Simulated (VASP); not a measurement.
Input of a VASP 6.6.1 run:

Contents of INCAR:

```
SYSTEM = BAs
PREC = Accurate
ENCUT = 520
EDIFF = 1E-6
ISMEAR = 0
SIGMA = 0.01
LREAL = .FALSE.
LASPH = .TRUE.
NELM = 100
ALGO = Normal
ISIF = 2
LWAVE = .FALSE.
LCHARG = .FALSE.
NBANDS = 11
```

The input KPOINTS:

```
Automatic mesh
0
G
  10 10 10
  0 0 0
```

POSCAR

```
BAs
1.0
    0.0000000000      2.3608039374      2.3608039374
    2.3608039374      0.0000000000      2.3608039374
    2.3608039374      2.3608039374      0.0000000000
B As
1 1
Direct
    0.0000000000      0.0000000000      0.0000000000
    0.7500000000      0.7500000000      0.7500000000
```

Potentials or basis: VASP PAW LDA potentials, release 64 (B, As).

The run is started by

```console
$ cat potpaw_LDA.64/B/POTCAR potpaw_LDA.64/As/POTCAR > POTCAR
$ mpirun -np 1 vasp_std > vasp.out
```

Problem. Predict the pressure.

Solution. 2.0 GPa.

Problem. Predict the band gap on the k mesh.

Solution. 1.09 eV, indirect (least direct gap 3.30 eV).

A k mesh can miss the band edges. LDA gaps usually lie below the measured ones, often by a third to a half.
